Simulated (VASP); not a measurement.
Write the native input for VASP 6.6.1 that does the following.

- Task: single point
- Functional: PBE
- Potentials or basis: VASP PAW PBE potentials, release 64 (Mn_pv, Si)
- Cutoff: 520 eV
- k mesh: 20 × 20 × 20
- Occupations: gaussian, width 0.1 eV
- Spin: collinear spin, ferromagnetic start
- Starting moments: [2.66, 0.0] μB
- Dipole correction: no
- Further INCAR settings: ALGO = Normal; EDIFF = 1e-06; NBANDS = 20

The structure of MnSi lies in POSCAR:

```
MnSi
1.0
    0.0000000000      2.4232474814      2.4232474814
    2.4232474814      0.0000000000      2.4232474814
    2.4232474814      2.4232474814      0.0000000000
Mn Si
1 1
Direct
    0.5000000000      0.5000000000      0.5000000000
    0.0000000000      0.0000000000      0.0000000000
```

The cell was built from a structure type or drawn by symmetry, and may not be a known phase.

These files were run (other wordings do the same):

INCAR

```
ALGO = Normal
EDIFF = 1E-6
ENCUT = 520
GGA = PE
ISIF = 2
ISMEAR = 0
ISPIN = 2
LASPH = T
LCHARG = T
LELF = T
LMAXMIX = 4
LORBIT = 11
LREAL = F
LVHAR = T
LWAVE = F
MAGMOM = 2.66 0
NBANDS = 20
NELM = 150
PREC = Accurate
SIGMA = 0.1
```

KPOINTS

```
k-points
0
Gamma
  20 20 20
```

Potentials or basis: VASP PAW PBE potentials, release 64 (Mn_pv, Si).

The run is started by

```console
$ cat potpaw_PBE.64/Mn_pv/POTCAR potpaw_PBE.64/Si/POTCAR > POTCAR
$ mpirun -np 1 vasp_std > vasp.out
```

Results of the run:

The pressure is 0.0 GPa. The net moment is 2.48 μB per cell and the site moments are Mn +2.58; Si -0.11 μB. The valence electrons inside the program's atomic spheres are Mn 11.78; Si 1.69.

Wall time 2.3 min on 1 thread of Intel(R) Xeon(R) 6975P-C (Granite Rapids) (shared host), peak memory 0.34 GiB.
